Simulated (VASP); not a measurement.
# GaN (sol) (P6_3mc) in VASP: a series of runs

The runs below take GaN (sol) through single point, with PBEsol.

Everything below comes from runs of VASP 6.6.1. Logs are shortened: lines on timing, memory, paths and dates and some standing lists are left out, and cuts for length are marked.

## Step 1: The cell of the first run

The structure is hexagonal, space group P6_3mc (No. 186). Conventional cell: a = 3.183 Å, b = 3.183 Å, c = 5.186 Å, α = 90.00°, β = 90.00°, γ = 120.00°. Ga (site symmetry 3m) has 4 N at 1.92 to 2.05 Å within 2.5 Å. N (site symmetry 3m) has 4 Ga at 1.92 to 2.05 Å within 2.5 Å.

## Step 2: Single point, PBEsol

The input, INCAR:

```
PREC = Accurate
ENCUT = 520
EDIFF = 1E-6
ISMEAR = 0
SIGMA = 0.01
LREAL = False
LASPH = True
NELM = 100
ALGO = Normal
ISIF = 2
LWAVE = False
LCHARG = False
GGA = PS
NBANDS = 26
```

The input, KPOINTS:

```
Automatic mesh
0
Gamma
  12 12 6
```

The input, POSCAR:

```
GaN
1.0
    3.1828215508      0.0000000000      0.0000000000
   -1.5914107754      2.7564043187      0.0000000000
    0.0000000000      0.0000000000      5.1856744261
Ga N
2 2
Direct
    0.3333333333      0.6666666667     -0.0090597975
    0.6666666667      0.3333333333      0.4909402025
    0.3333333333      0.6666666667      0.3860597975
    0.6666666667      0.3333333333      0.8860597975
```

Potentials or basis: VASP PAW PBE potentials, release 64 (Ga_d, N).

Launch:

```
> cat potpaw_PBE.64/Ga_d/POTCAR potpaw_PBE.64/N/POTCAR > POTCAR
> mpirun -np 1 vasp_std > vasp.out
```

OUTCAR:

```text
PREC = Accurate
   ENCUT = 520
   EDIFF = 1E-6
   ISMEAR = 0
   LREAL = False
   LASPH = True
   NELM = 100
   ISIF = 2
   GGA = PS

 ion  position               nearest neighbor table
   1  0.333  0.667  0.991-   4 1.92   4 1.92   4 1.92   3 2.05
   2  0.667  0.333  0.491-   3 1.92   3 1.92   3 1.92   4 2.05
   3  0.333  0.667  0.386-   2 1.92   2 1.92   2 1.92   1 2.05
   4  0.667  0.333  0.886-   1 1.92   1 1.92   1 1.92   2 2.05

  LATTYP: Found a hexagonal cell.
 ALAT       =     3.1828215508
 C/A-ratio  =     1.6292696098

  Lattice vectors:

 A1 = (   3.1828215508,   0.0000000000,   0.0000000000)
 A2 = (  -1.5914107754,   2.7564043187,   0.0000000000)
 A3 = (   0.0000000000,   0.0000000000,   5.1856744261)

Analysis of symmetry for initial positions (statically):
=====================================================================
 Subroutine PRICEL returns:
 Original cell was already a primitive cell.

 Routine SETGRP: Setting up the symmetry group for a
 hexagonal supercell.

 Subroutine GETGRP returns: Found 12 space group operations
 (whereof  6 operations were pure point group operations)
 out of a pool of 24 trial point group operations.

The static configuration has the point symmetry C_3v.
 The point group associated with its full space group is C_6v.

Analysis of symmetry for dynamics (positions and initial velocities):
=====================================================================
 Subroutine PRICEL returns:
 Original cell was already a primitive cell.

 Routine SETGRP: Setting up the symmetry group for a
 hexagonal supercell.

 Subroutine GETGRP returns: Found 12 space group operations
 (whereof  6 operations were pure point group operations)
 out of a pool of 24 trial point group operations.

The dynamic configuration has the point symmetry C_3v.
 The point group associated with its full space group is C_6v.

 Subroutine INISYM returns: Found 12 space group operations
 (whereof  6 operations are pure point group operations),
 and found     1 'primitive' translations

----------------------------------------------------------------------------------------

                                     Primitive cell

  volume of cell :      45.4947

  direct lattice vectors                    reciprocal lattice vectors
     3.182821551  0.000000000  0.000000000     0.314186637  0.181395740  0.000000000
    -1.591410775  2.756404319  0.000000000     0.000000000  0.362791479  0.000000000
     0.000000000  0.000000000  5.185674426     0.000000000  0.000000000  0.192838948

  length of vectors
     3.182821551  3.182821551  5.185674426     0.362791479  0.362791479  0.192838948

  position of ions in fractional coordinates (direct lattice)
     0.333333333  0.666666667  0.990940202
     0.666666667  0.333333333  0.490940202
     0.333333333  0.666666667  0.386059798
     0.666666667  0.333333333  0.886059798

  ion indices of the primitive-cell ions
   primitive index   ion index
                 1           1
                 2           2
                 3           3
                 4           4

----------------------------------------------------------------------------------------

 KPOINTS: Automatic mesh

Automatic generation of k-mesh.
 Grid dimensions read from file:
 generate k-points for:   12   12    6

 Generating k-lattice:

  Cartesian coordinates                     Fractional coordinates (reciprocal lattice)
     0.026182220  0.015116312  0.000000000     0.083333333  0.000000000  0.000000000
     0.000000000  0.030232623  0.000000000     0.000000000  0.083333333  0.000000000
     0.000000000  0.000000000  0.032139825     0.000000000  0.000000000  0.166666667

  Length of vectors
     0.030232623  0.030232623  0.032139825

  Shift w.r.t. Gamma in fractional coordinates (k-lattice)
     0.000000000  0.000000000  0.000000000

 Subroutine IBZKPT returns following result:
 ===========================================

 Found     76 irreducible k-points:

 Following reciprocal coordinates:
            Coordinates               Weight
  0.000000  0.000000  0.000000      1.000000
  0.083333  0.000000  0.000000      6.000000
  0.166667  0.000000  0.000000      6.000000
  0.250000 -0.000000  0.000000      6.000000
  0.333333  0.000000  0.000000      6.000000
  0.416667  0.000000  0.000000      6.000000
[... 16 lines left out ...]
  0.250000 -0.000000  0.166667     12.000000
  0.333333  0.000000  0.166667     12.000000
 [... further k-points ...]
   k-points           NKPTS =     76   k-points in BZ     NKDIM =     76   number of bands    NBANDS=     26
   number of dos      NEDOS =    301   number of ions     NIONS =      4
   total plane-waves  NPLWV =  23040
   dimension x,y,z NGX =    24 NGY =   24 NGZ =   40
   dimension x,y,z NGXF=    48 NGYF=   48 NGZF=   80
   ions per type =               2   2
   NGX,Y,Z   is equivalent  to a cutoff of  12.54, 12.54, 12.82 a.u.
   NGXF,Y,Z  is equivalent  to a cutoff of  25.07, 25.07, 25.65 a.u.
 SYSTEM =  unknown system
   PREC   = accura    normal or accurate (medium, high low for compatibility)
   ISTART =      0    job   : 0-new  1-cont  2-samecut
   ICHARG =      2    charge: 1-file 2-atom 10-const
   ISPIN  =      1    spin polarized calculation?
   LNONCOLLINEAR =      F non collinear calculations
   LSORBIT =      F    spin-orbit coupling
   LASPH  =      T    aspherical Exc in radial PAW
   ENCUT  =  520.0 eV  38.22 Ry    6.18 a.u.   5.92  5.92  9.64*2*pi/ulx,y,z
   NELM   =    100;   NELMIN=  2; NELMDL= -5     # of ELM steps
   EDIFF  = 0.1E-05   stopping-criterion for ELM
   LREAL  =      F    real-space projection
   EDIFFG = 0.1E-04   stopping-criterion for IOM
   NSW    =      0    number of steps for IOM
   IBRION =     -1    ionic relax: 0-MD 1-quasi-New 2-CG
   NFREE  =      0    steps in history (QN), initial steepest desc. (CG)
   ISIF   =      2    stress and relaxation
   ISYM   =      2    0-nonsym 1-usesym 2-fastsym
   POTIM  = 0.5000    time-step for ionic-motion
   TEBEG  =    0.0;   TEEND  =   0.0 temperature during run
   PSTRESS=    0.0 pullay stress
   NELECT =      36.0000    total number of electrons
   NUPDOWN=      -1.0000    fix difference up-down
   EMIN   =  10.00;   EMAX   =-10.00  energy-range for DOS
   EFERMI =   0.00;   METHOD = LEGACY
   ISMEAR =     0;   SIGMA  =   0.01  broadening in eV -4-tet -1-fermi 0-gaus
   EFERMI_NEDOS =   21; number of points for ismear=-14 and -15
   IALGO  =     38    algorithm
   IMIX   =      4    mixing-type and parameters
     AMIX     =   0.40;   BMIX     =  1.00
     AMIX_MAG =   1.60;   BMIX_MAG =  1.00
  volume/ion in A,a.u.               =      11.37        76.75
  Fermi-wavevector in a.u.,A,eV,Ry     =   1.514220  2.861460 31.196265  2.292861
  Thomas-Fermi vector in A             =   2.623906
   LORBIT       =      0    0 simple, 1 ext, 2 COOP (PROOUT), +10 PAW based schemes
   GGA     = PS    functional components
   LHFCALC =     F    Hartree Fock is set to
   AEXX    =    0.0000 exact exchange contribution
   IVDW    =     0    specifies the selected vdW correction
   LEPSILON=     F    determine dielectric tensor
   LRPA    =     F    only Hartree local field effects (RPA)
 non-spin polarized calculation
 Gauss-broadening in eV      SIGMA  =   0.01
  energy-cutoff  :      520.00
  volume of cell :       45.49
 maximum number of plane-waves:      1248
 NGX is ok and might be reduce to    24
   NGX = 11   NGY = 11   NGZ = 19

 number of electron      36.0000000 magnetization

 Free energy of the ion-electron system (eV)
  ---------------------------------------------------
  ext. energy  EPLUGINS =         0.00000000
  ---------------------------------------------------
  free energy    TOTEN  =       -26.17981876 eV

  energy without entropy =      -26.17981876  energy(sigma->0) =      -26.17981876

 E-fermi :   5.4845     XC(G=0): -11.9238

 val. band max:        5.3700078429   @ k =   0.0000   0.0000   0.0000
 cond. band min:       7.1554066111   @ k =   0.0000   0.0000   0.0000
 fundamental gap:      1.7853987682
 Fermi energy:         5.4845296356

 k-point     1 :       0.0000    0.0000    0.0000
  band No.  band energies     occupation
      1     -10.8127      2.00000
      2      -9.8954      2.00000
      3      -8.1844      2.00000
      4      -8.1844      2.00000
      5      -8.1320      2.00000
      6      -8.1320      2.00000
[... 18 lines left out ...]
     25      16.7826      0.00000
     26      16.7826      0.00000

 k-point     2 :       0.0833    0.0000    0.0000
  band No.  band energies     occupation
      1     -10.7402      2.00000
      2      -9.8712      2.00000
      3      -8.1832      2.00000
      4      -8.1721      2.00000
      5      -8.1236      2.00000
      6      -8.1168      2.00000
[... 18 lines left out ...]
     25      16.4369      0.00000
     26      16.9720      0.00000

 k-point     3 :       0.1667    0.0000    0.0000
  band No.  band energies     occupation
      1     -10.5420      2.00000
      2      -9.8112      2.00000
      3      -8.1629      2.00000
      4      -8.1412      2.00000
      5      -8.0911      2.00000
      6      -8.0749      2.00000
[... 18 lines left out ...]
     25      16.2942      0.00000
     26      17.4194      0.00000

 k-point     4 :       0.2500   -0.0000    0.0000
  band No.  band energies     occupation
      1     -10.2775      2.00000
      2      -9.7438      2.00000
      3      -8.1318      2.00000
      4      -8.1083      2.00000
      5      -8.0289      2.00000
      6      -8.0180      2.00000
[... 18 lines left out ...]
     25      16.2643      0.00000
     26      17.9341      0.00000
[... 496 lines left out ...]
      1     -10.4731      2.00000
      2      -9.8344      2.00000
      3      -8.1600      2.00000
      4      -8.1387      2.00000
      5      -8.0993      2.00000
      6      -8.0811      2.00000
[... 18 lines left out ...]
     25      16.0130      0.00000
     26      17.2032      0.00000

 k-point    23 :       0.2500   -0.0000    0.1667
  band No.  band energies     occupation
      1     -10.2215      2.00000
      2      -9.7573      2.00000
      3      -8.1308      2.00000
      4      -8.1031      2.00000
      5      -8.0463      2.00000
      6      -8.0247      2.00000
[... 18 lines left out ...]
     25      16.3390      0.00000
     26      17.7750      0.00000

 k-point    24 :       0.3333    0.0000    0.1667
  band No.  band energies     occupation
      1      -9.9957      2.00000
      2      -9.6990      2.00000
      3      -8.1183      2.00000
      4      -8.0804      2.00000
      5      -8.0080      2.00000
      6      -7.9709      2.00000
[... 18 lines left out ...]
     25      16.4494      0.00000
     26      18.2553      0.00000

 [... further k-points ...]
[... 5 lines left out ...]
  --------------------------------------------------------------------------------------
  -------------------------------------------------------------------------------------
  Total        0.9402909      0.9402909     -1.3003723      0.0000000     -0.0000000      0.0000000
  in kB       33.1140540     33.1140540    -45.7949755      0.0000000     -0.0000000      0.0000000
  external PRESSURE =       6.8110442 kB  Pullay stress =       0.0000000 kB

 VOLUME and BASIS-vectors are now :
 -----------------------------------------------------------------------------
  energy-cutoff  :      520.00
  volume of cell :       45.49
      direct lattice vectors                 reciprocal lattice vectors
     3.182821551  0.000000000  0.000000000     0.314186637  0.181395740  0.000000000
    -1.591410775  2.756404319  0.000000000     0.000000000  0.362791479  0.000000000
     0.000000000  0.000000000  5.185674426     0.000000000  0.000000000  0.192838948

 POSITION                                       TOTAL-FORCE (eV/Angst)
 -----------------------------------------------------------------------------------
     -0.00000      1.83760      5.13869         0.000000     -0.000000      0.842978
      1.59141      0.91880      2.54586        -0.000000      0.000000      0.842978
     -0.00000      1.83760      2.00198         0.000000      0.000000     -0.842978
      1.59141      0.91880      4.59482         0.000000     -0.000000     -0.842978
 -----------------------------------------------------------------------------------
    total drift:                               -0.000001     -0.000001      0.001418

  FREE ENERGIE OF THE ION-ELECTRON SYSTEM (eV)
  ---------------------------------------------------
  free  energy   TOTEN  =       -26.1798187625 eV

  energy  without entropy=      -26.1798187625  energy(sigma->0) =      -26.17981876
```

Wall time 30 s (1 thread of Intel Xeon 6975P-C (Granite Rapids), shared host); peak memory 0.2 GiB.

What came out:

- Free energy: -26.1798 eV
- Pressure: 0.7 GPa
- Largest force: 0.843 eV/Å
- Band gap on the k mesh: 1.79 eV, direct

Forces on the atoms (eV/Å):
```
Ga   0.000  0.000  0.843
Ga   0.000  0.000  0.843
N    0.000  0.000 -0.843
N    0.000  0.000 -0.843
```

Levels at points of the mesh, in eV from the valence-band top:
```csv
k point,band 15,band 16,band 17,band 18,band 19,band 20,band 21,band 22
"(0.00, 0.00, 0.00)",-1.19,-0.23,-0.23,0.00,1.79,3.92,9.03,9.67
"(0.50, 0.00, 0.00)",-4.13,-3.00,-2.09,-1.40,4.74,5.39,5.89,8.43
"(0.00, 0.00, 0.50)",-0.72,-0.72,-0.72,-0.72,4.08,4.08,8.11,8.11
"(0.50, 0.00, 0.50)",-2.26,-2.26,-1.85,-1.85,4.24,4.24,7.33,7.33
```

Caveat: the PAW data sets were made with another functional, which shifts forces and pressure a little. A hybrid or GW would open this gap; PBEsol tends to underestimate it.

(Part 1 of 2 ends here.)
